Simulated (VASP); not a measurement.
The system is KTaO3.

```
Ta K O
1.0
     3.96153    0.00000    0.00000
     0.00000    3.96153    0.00000
     0.00000    0.00000    3.96153
Ta K O
1 1 3
Direct
  0.00000 0.00000 0.00000
  0.50000 0.50000 0.50000
  0.00000 0.00000 0.50000
  0.00000 0.50000 0.00000
  0.50000 0.00000 0.00000
```

Base run:

* Program: VASP 6.6.1
* Functional: PBEsol
* Potentials or basis: VASP PAW PBE potentials, release 64 (Ta_pv, K_sv, O)
* Cutoff: 520 eV
* k mesh: 7 × 7 × 7
* Occupations: fermi-dirac, width 0.05 eV
* Spin: no spin polarisation

Its results: band gap on the k mesh 2.19 eV (least direct gap 2.74 eV); pressure 4.6 GPa.

The run is repeated on the same cell with these changes: further incar settings from ALGO = Normal; EDIFF = 1e-06; NBANDS = 27 to ALGO = Normal; EDIFF = 1e-07; NBANDS = 27; dispersion from none to D4. What comes out?

Band gap on the k mesh 2.19 eV (least direct gap 2.74 eV); pressure 3.4 GPa.

Caveats: the cell stands under pressure; the PAW data sets were made with another functional, which shifts forces and pressure a little; spin-orbit coupling is left out, which moves the levels of the heavy elements; an odd mesh through Γ misses points on the zone boundary, where band edges can lie.
